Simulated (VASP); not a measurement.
Here is a VASP 6.6.1 calculation.

Contents of INCAR:

```
SYSTEM = MgPb2N2
  ALGO = Normal
  EDIFF = 1E-6
  ENCUT = 520
  ISIF = 2
  ISMEAR = 0
  LASPH = .True.
  LCHARG = .True.
  LELF = .True.
  LREAL = .False.
  LVHAR = .True.
  LWAVE = .False.
  NBANDS = 28
  NELM = 100
  PREC = Accurate
  SIGMA = 0.05
```

KPOINTS

```
k-points
0
Gamma
  12 12 4
  0 0 0
```

POSCAR

```
MgPb2N2
1.0
    3.4382122358      0.0000000000      0.0000000000
   -1.7191061179      2.9775791398      0.0000000000
    0.0000000000      0.0000000000      8.9870227705
Mg Pb N
1 2 2
Direct
    0.0000000000      0.0000000000      0.0000000000
    0.6666666667      0.3333333333      0.2865500000
    0.3333333333      0.6666666667      0.7134500000
    0.6666666667      0.3333333333      0.8618210000
    0.3333333333      0.6666666667      0.1381790000
```

Potentials or basis: VASP PAW LDA potentials, release 64 (Mg, Pb_d, N).

Launch:

```bash
$ cat potpaw_LDA.64/Mg/POTCAR potpaw_LDA.64/Pb_d/POTCAR potpaw_LDA.64/N/POTCAR > POTCAR
$ mpirun -np 1 vasp_std > vasp.out
```

**Question.** Predict the pressure.

**Answer.** -6.4 GPa.

**Question.** Predict the band gap on the k mesh.

**Answer.** 0.27 eV, direct.

**Question.** What does it give for the largest force?

**Answer.** 0.184 eV/Å.

Forces on the atoms (eV/Å):
```
Mg   0.000  0.000  0.000
Pb   0.000  0.000 -0.184
Pb   0.000  0.000  0.184
N    0.000  0.000 -0.148
N    0.000  0.000  0.148
```

Caveat: spin-orbit coupling is left out, which moves the levels of the heavy elements. A k mesh can miss the band edges.
